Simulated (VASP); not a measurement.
As: vibrations by perturbation theory with LDA

The system is As.

```xyz
2
Lattice="1.8808 1.0859 3.5141 -1.8808 1.0859 3.5141 0.0000 -2.1718 3.5141" Properties=species:S:1:pos:R:3 pbc="T T T"
As    0.0000    0.0000    2.3825
As    0.0000    0.0000    8.1597
```

- Program: VASP 6.6.1
- Task: vibrations by perturbation theory
- Functional: LDA
- Potentials or basis: VASP PAW LDA potentials, release 64 (As)
- Cutoff: 520 eV
- k mesh: 7 × 7 × 7
- Occupations: fermi-dirac, width 0.05 eV
- Spin: no spin polarisation
- Dipole correction: no
- Further INCAR settings: ALGO = Normal; EDIFF = 1e-08; NBANDS = 12; IBRION = 8; NSW = 1

- Highest phonon frequency at Γ: 256 cm⁻¹

Phonon frequencies in cm⁻¹ (negative: imaginary):
```csv
q point,frequencies
"(0.000, 0.000, 0.000)",0 0 0 193 193 256
```

It took 2.1 min on 1 thread of Intel(R) Xeon(R) Platinum 8259CL CPU @ 2.50GHz (Skylake/Cascade Lake), with other jobs on the host, peak memory 0.3 GiB.

Caveat: the cell wasn't relaxed at this level first, which shifts response properties.
